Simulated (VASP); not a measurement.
# CsPbBr3 (P4/mmm) in VASP: a series of runs, part 2 of 2

VASP 6.6.1. Earlier steps stand in the parts before.

**3. Single point, PBEsol (strain +0.030 along x and y, +0.015 along z)**

Input file INCAR:

```
PREC = Accurate ; ENCUT = 520
EDIFF = 1E-6 ; ISMEAR = 0
SIGMA = 0.05 ; LREAL = False
LASPH = True ; NELM = 80
ALGO = Normal ; ISIF = 2
LWAVE = False ; LCHARG = True
GGA = PS ; LELF = True
LVHAR = True ; NBANDS = 30
```

Input file KPOINTS:

```
Automatic mesh
0
Gamma
  6 6 6
```

Input file POSCAR:

```
CsPbBr3
1.0
    6.0461000000      0.0000000000      0.0000000000
    0.0000000000      6.0461000000      0.0000000000
    0.0000000000      0.0000000000      5.9580500000
Cs Pb Br
1 1 3
Direct
    0.0000000000      0.0000000000      0.0000000000
    0.5000000000      0.5000000000      0.5000000000
    0.0000000000      0.5000000000      0.5000000000
    0.5000000000      0.0000000000      0.5000000000
    0.5000000000      0.5000000000      0.0000000000
```

Potentials or basis: VASP PAW PBE potentials, release 64 (Cs_sv, Pb_d, Br).

Started as:

```bash
> cat potpaw_PBE.64/Cs_sv/POTCAR potpaw_PBE.64/Pb_d/POTCAR potpaw_PBE.64/Br/POTCAR > POTCAR
> mpirun -np 1 vasp_std > vasp.out
```

It took 6.1 min on 1 thread of Intel Xeon 8259CL, shared host; peak memory 0.49 GiB.

It converged, with:

```yaml
Free_energy: -16.7385 eV
Pressure: -1.3 GPa
Band_gap_on_the_k_mesh: 1.67 eV
```

Stress tensor (GPa, compression positive):
```
-1.48  0.00  0.00
 0.00 -1.48  0.00
 0.00  0.00 -0.99
```

Levels at points of the mesh, in eV from the valence-band top:
| k point | band 18 | band 19 | band 20 | band 21 | band 22 | band 23 | band 24 | band 25 | band 26 | band 27 |
| --- | --- | --- | --- | --- | --- | --- | --- | --- | --- | --- |
| (0.00, 0.00, 0.00) | -1.68 | -1.66 | -1.59 | -1.59 | -1.59 | 3.23 | 4.48 | 4.51 | 5.17 | 5.22 |
| (0.50, 0.00, 0.00) | -1.80 | -1.79 | -1.68 | -1.67 | -1.21 | 2.62 | 4.63 | 5.17 | 5.22 | 5.38 |
| (0.50, 0.50, 0.00) | -1.86 | -1.86 | -1.86 | -1.26 | -0.64 | 2.20 | 2.20 | 5.01 | 5.42 | 5.67 |
| (0.00, 0.00, 0.50) | -1.85 | -1.78 | -1.67 | -1.67 | -1.14 | 2.65 | 4.68 | 5.14 | 5.14 | 5.23 |
| (0.50, 0.00, 0.50) | -1.90 | -1.87 | -1.87 | -1.25 | -0.56 | 2.15 | 2.24 | 4.77 | 5.42 | 5.69 |
| (0.50, 0.50, 0.50) | -1.85 | -1.25 | -1.24 | -1.24 | 0.00 | 1.67 | 1.67 | 1.76 | 4.74 | 5.45 |

Caveat: the cell differs from its parent crystal (strain +0.030 along x and y, +0.015 along z); the PAW data sets were made with another functional, which shifts forces and pressure a little; spin-orbit coupling is left out, which moves the levels of the heavy elements. A k mesh can miss the band edges.

**4. Single point, PBEsol (strain +0.000 along x and y, +0.015 along z)**

Input file INCAR:

```
PREC = Accurate ; ENCUT = 520
EDIFF = 1E-6 ; ISMEAR = 0
SIGMA = 0.05 ; LREAL = F
LASPH = T ; NELM = 80
ALGO = Normal ; ISIF = 2
LWAVE = F ; LCHARG = F
GGA = PS ; NBANDS = 30
```

Input file KPOINTS:

```
regular mesh
0
Gamma
  6 6 6
```

Changes to POSCAR since step 3:

```diff
@@ -2,4 +2,4 @@
 1.0
-    6.0461000000      0.0000000000      0.0000000000
-    0.0000000000      6.0461000000      0.0000000000
+    5.8700000000      0.0000000000      0.0000000000
+    0.0000000000      5.8700000000      0.0000000000
     0.0000000000      0.0000000000      5.9580500000
```

Started as:

```bash
> cat potpaw_PBE.64/Cs_sv/POTCAR potpaw_PBE.64/Pb_d/POTCAR potpaw_PBE.64/Br/POTCAR > POTCAR
> mpirun -np 1 vasp_std > vasp.out
```

It took 1.8 min on 1 thread of Intel Xeon 6975P-C (Granite Rapids), shared host; peak memory 0.47 GiB.

It converged, with:

```
Free energy            : -16.8013 eV
Pressure               : -0.3 GPa
Band gap on the k mesh : 1.42 eV
```

Stress tensor (GPa, compression positive):
```
-0.07  0.00  0.00
 0.00 -0.07  0.00
 0.00  0.00 -0.69
```

Levels at points of the mesh, in eV from the valence-band top:
| k point | band 19 | band 20 | band 21 | band 22 | band 23 | band 24 | band 25 | band 26 |
| --- | --- | --- | --- | --- | --- | --- | --- | --- |
| (0.00, 0.00, 0.00) | -2.06 | -1.96 | -1.96 | -1.96 | 2.95 | 4.10 | 4.13 | 4.83 |
| (0.50, 0.00, 0.00) | -2.20 | -2.07 | -2.06 | -1.36 | 2.54 | 4.43 | 5.00 | 5.09 |
| (0.50, 0.50, 0.00) | -2.31 | -2.20 | -1.59 | -0.63 | 2.04 | 2.04 | 4.65 | 5.17 |
| (0.00, 0.00, 0.50) | -2.19 | -2.06 | -2.06 | -1.45 | 2.50 | 4.38 | 4.98 | 5.08 |
| (0.50, 0.00, 0.50) | -2.27 | -2.20 | -1.61 | -0.71 | 1.99 | 2.09 | 4.90 | 5.16 |
| (0.50, 0.50, 0.50) | -1.59 | -1.59 | -1.58 | 0.00 | 1.42 | 1.52 | 1.52 | 4.46 |

Caveat: the cell differs from its parent crystal (strain +0.000 along x and y, +0.015 along z); the PAW data sets were made with another functional, which shifts forces and pressure a little; spin-orbit coupling is left out, which moves the levels of the heavy elements. A k mesh can miss the band edges.

**5. Single point, PBEsol (strain +0.015 along x and y, -0.015 along z)**

Input file INCAR:

```
  PREC = Accurate
  ENCUT = 520
  EDIFF = 1E-7
  ISMEAR = 0
  SIGMA = 0.05
  LREAL = F
  LASPH = T
  NELM = 80
  ALGO = Normal
  ISIF = 2
  LWAVE = F
  LCHARG = F
  GGA = PS
  NBANDS = 30
```

KPOINTS is that of step 4.

Changes to POSCAR since step 4:

```diff
@@ -2,5 +2,5 @@
 1.0
-    5.8700000000      0.0000000000      0.0000000000
-    0.0000000000      5.8700000000      0.0000000000
-    0.0000000000      0.0000000000      5.9580500000
+    5.9580500000      0.0000000000      0.0000000000
+    0.0000000000      5.9580500000      0.0000000000
+    0.0000000000      0.0000000000      5.7819500000
 Cs Pb Br
```

Started as:

```bash
> cat potpaw_PBE.64/Cs_sv/POTCAR potpaw_PBE.64/Pb_d/POTCAR potpaw_PBE.64/Br/POTCAR > POTCAR
> mpirun -np 1 vasp_std > vasp.out
```

It took 2.4 min on 1 thread of Intel Xeon 6975P-C (Granite Rapids), shared host; peak memory 0.47 GiB.

The run converged. Its results:

| Quantity | Value |
| --- | --- |
| Free energy | -16.7884 eV |
| Pressure | -0.2 GPa |
| Band gap on the k mesh | 1.41 eV |

Stress tensor (GPa, compression positive):
```
-0.69  0.00  0.00
 0.00 -0.69  0.00
 0.00  0.00  0.66
```

Levels at points of the mesh, in eV from the valence-band top:
```tsv
k point	band 20	band 21	band 22	band 23	band 24	band 25
(0.00, 0.00, 0.00)	-1.97	-1.97	-1.97	2.93	4.07	4.14
(0.50, 0.00, 0.00)	-2.08	-2.07	-1.47	2.49	4.36	4.97
(0.50, 0.50, 0.00)	-2.21	-1.64	-0.81	2.03	2.03	5.14
(0.00, 0.00, 0.50)	-2.07	-2.07	-1.27	2.58	4.48	5.01
(0.50, 0.00, 0.50)	-2.21	-1.61	-0.63	1.93	2.13	4.63
(0.50, 0.50, 0.50)	-1.59	-1.59	0.00	1.41	1.41	1.61
```

Caveat: the cell differs from its parent crystal (strain +0.015 along x and y, -0.015 along z); the PAW data sets were made with another functional, which shifts forces and pressure a little; spin-orbit coupling is left out, which moves the levels of the heavy elements.

**6. Single point, PBEsol (strain +0.000 along x and y, +0.030 along z)**

Input file INCAR:

```
PREC     = Accurate       # precision mode
ENCUT    = 520            # plane-wave cutoff, eV
EDIFF    = 1E-7           # SCF threshold, eV
ISMEAR   = 0              # smearing method
SIGMA    = 0.05           # smearing width, eV
LREAL    = F              # projectors in reciprocal space
LASPH    = T              # aspherical terms in the spheres
NELM     = 100            # most SCF steps
ALGO     = Normal         # electronic algorithm
ISIF     = 2              # what is computed and relaxed
LWAVE    = F              # write WAVECAR
LCHARG   = F              # write CHGCAR
GGA      = PS             # functional
NBANDS   = 30             # bands
```

Input file KPOINTS:

```
Automatic mesh
0
Gamma
  6 6 6
```

Changes to POSCAR since step 5:

```diff
@@ -2,5 +2,5 @@
 1.0
-    5.9580500000      0.0000000000      0.0000000000
-    0.0000000000      5.9580500000      0.0000000000
-    0.0000000000      0.0000000000      5.7819500000
+    5.8700000000      0.0000000000      0.0000000000
+    0.0000000000      5.8700000000      0.0000000000
+    0.0000000000      0.0000000000      6.0461000000
 Cs Pb Br
```

Potentials or basis: VASP PAW PBE potentials, release 64 (Cs_sv, Pb_d, Br).

Started as:

```bash
> cat potpaw_PBE.64/Cs_sv/POTCAR potpaw_PBE.64/Pb_d/POTCAR potpaw_PBE.64/Br/POTCAR > POTCAR
> mpirun -np 1 vasp_std > vasp.out
```

It took 2.4 min on 1 thread of Intel Xeon 6975P-C (Granite Rapids), shared host; peak memory 0.47 GiB.

Results (log left out):

```
Free energy            : -16.7829 eV
Pressure               : -0.5 GPa
Band gap on the k mesh : 1.41 eV
```

Stress tensor (GPa, compression positive):
```
-0.16  0.00  0.00
 0.00 -0.16  0.00
 0.00  0.00 -1.28
```

Levels at points of the mesh, in eV from the valence-band top:
| k point | band 20 | band 21 | band 22 | band 23 | band 24 | band 25 |
| --- | --- | --- | --- | --- | --- | --- |
| (0.00, 0.00, 0.00) | -1.87 | -1.87 | -1.87 | 3.01 | 4.17 | 4.24 |
| (0.50, 0.00, 0.00) | -1.98 | -1.96 | -1.29 | 2.58 | 4.50 | 4.94 |
| (0.50, 0.50, 0.00) | -2.13 | -1.50 | -0.55 | 2.07 | 2.07 | 4.49 |
| (0.00, 0.00, 0.50) | -1.97 | -1.97 | -1.46 | 2.49 | 4.40 | 5.02 |
| (0.50, 0.00, 0.50) | -2.12 | -1.53 | -0.72 | 1.99 | 2.17 | 4.98 |
| (0.50, 0.50, 0.50) | -1.52 | -1.49 | 0.00 | 1.41 | 1.60 | 1.60 |

Caveat: the cell differs from its parent crystal (strain +0.000 along x and y, +0.030 along z); the PAW data sets were made with another functional, which shifts forces and pressure a little; spin-orbit coupling is left out, which moves the levels of the heavy elements.

**7. Overview**

| cell | gap on the mesh (eV) | pressure (GPa) |
| --- | --- | --- |
| a = 5.958, b = 5.958, c = 6.046 Å, 5 atoms | 1.59 | -1.1 |
| a = 6.046, b = 6.046, c = 5.958 Å, 5 atoms | 1.67 | -1.3 |
| a = 5.870, b = 5.870, c = 5.958 Å, 5 atoms | 1.42 | -0.3 |
| a = 5.958, b = 5.958, c = 5.782 Å, 5 atoms | 1.41 | -0.2 |
| a = 5.870, b = 5.870, c = 6.046 Å, 5 atoms | 1.41 | -0.5 |

Alike in all rows: task single point; level PBEsol; potentials or basis VASP PAW PBE potentials, release 64 (Cs_sv, Pb_d, Br); no spin polarisation; k mesh 6 × 6 × 6; cutoff (eV) 520; smearing gaussian 0.05 eV.

Caveats: the PAW data sets were made with another functional, which shifts forces and pressure a little; spin-orbit coupling is left out, which moves the levels of the heavy elements.

Total energies depend on the potentials used, so only differences within one code and one set of settings carry meaning.
